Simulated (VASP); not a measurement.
Here is a VASP 6.6.1 calculation.

Contents of INCAR:

```
SYSTEM = CuOs2
PREC = Accurate
ENCUT = 600
EDIFF = 1E-7
ISMEAR = 0
SIGMA = 0.1
LREAL = .False.
LASPH = .True.
NELM = 120
ALGO = Normal
ISIF = 3
LWAVE = .False.
LCHARG = .False.
GGA = PE
IBRION = 2
NSW = 100
EDIFFG = -0.01
GGA_COMPAT = .False.
NELMIN = 4
```

File KPOINTS:

```
regular mesh
0
Gamma
  10 10 6
  0 0 0
```

POSCAR

```
CuOs2
1.0
    3.7280901985      0.0000000000      0.0000000000
    0.0000000000      3.7280901985      0.0000000000
    0.0000000000      0.0000000000      6.2538080891
Cu Os
2 4
Direct
    0.0000000000      0.5000000000      0.6909616543
    0.5000000000      0.0000000000      0.3090383457
    0.0000000000      0.0000000000      0.0000000000
    0.5000000000      0.5000000000      0.0000000000
    0.0000000000      0.5000000000      0.2979030762
    0.5000000000      0.0000000000      0.7020969238
```

Potentials or basis: VASP PAW PBE potentials, release 64 (Cu, Os).

Command:

```console
$ cat potpaw_PBE.64/Cu/POTCAR potpaw_PBE.64/Os/POTCAR > POTCAR
$ mpirun -np 1 vasp_std > vasp.out
```

(1) What does it give for the relaxed cell?

(2) What does it give for the band gap on the k mesh?

(3) Estimate the relaxed volume.

## Answers

(1) a = 3.729 Å, b = 3.729 Å, c = 6.263 Å, α = 90.00°, β = 90.00°, γ = 90.00°.

(2) zero (bands 27 and 28 overlap by 1.77 eV).

(3) 14.52 Å³/atom.

Caveat: spin-orbit coupling is left out, which moves the levels of the heavy elements.
